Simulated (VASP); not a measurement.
# Mn3Sn: single point with PBE

Crystal: Mn3Sn.

```
Mn Sn
1.0
     5.67000    0.00000    0.00000
    -2.83500    4.91036    0.00000
     0.00000    0.00000    4.53000
Mn Sn
6 2
Direct
  0.83849 0.67697 0.25000
  0.16151 0.83849 0.75000
  0.32303 0.16151 0.25000
  0.16151 0.32303 0.75000
  0.83849 0.16151 0.25000
  0.67697 0.83849 0.75000
  0.33333 0.66667 0.25000
  0.66667 0.33333 0.75000
```

* Program: VASP 6.6.1
* Task: single point
* Functional: PBE
* Potentials or basis: VASP PAW PBE potentials, release 64 (Mn_pv, Sn_d)
* Cutoff: 520 eV
* k mesh: 7 × 7 × 7
* Occupations: fermi-dirac, width 0.05 eV
* Spin: collinear spin, ferromagnetic start
* Starting moments: [4.0, 4.0, 4.0, 4.0, 4.0, 4.0, 0.0, 0.0] μB
* Dipole correction: no
* Further INCAR settings: ALGO = Normal; EDIFF = 1e-07; NBANDS = 67

The pressure is -3.8 GPa. The net moment is 18.67 μB per cell. The site moments are Mn +3.09; Sn -0.19 μB. The valence electrons inside the program's atomic spheres are Mn 11.58; Sn 12.45.

Forces in eV/Å, atoms in the order of the input:
```
Mn   0.000 -0.002  0.000
Mn   0.002 -0.001  0.000
Mn   0.002  0.001  0.000
Mn   0.000  0.002  0.000
Mn  -0.002  0.001  0.000
Mn  -0.002 -0.001  0.000
Sn   0.000  0.000  0.000
Sn   0.000  0.000  0.000
```

Stress tensor (GPa, compression positive):
```
-4.11  0.00  0.00
 0.00 -4.11  0.00
 0.00  0.00 -3.24
```

Levels at points of the mesh, in eV from the Fermi level:
Spin up:
```csv
k point,band 60,band 61,band 62,band 63,band 64,band 65
"(0.00, 0.00, 0.00)",-0.40,-0.34,-0.30,0.20,0.20,0.88
```
Spin down:
```
           k point  band 41  band 42  band 43  band 44  band 45  band 46
(0.00, 0.00, 0.00)    -0.86    -0.67    -0.67    -0.65     0.46     0.46
```

Wall time 15 min on 1 thread of Oxide Virtual Turin-like Processor, with other jobs on the host, peak memory 0.5 GiB.

Caveat: the cell stands under tension; spin-orbit coupling is left out, which moves the levels of the heavy elements.
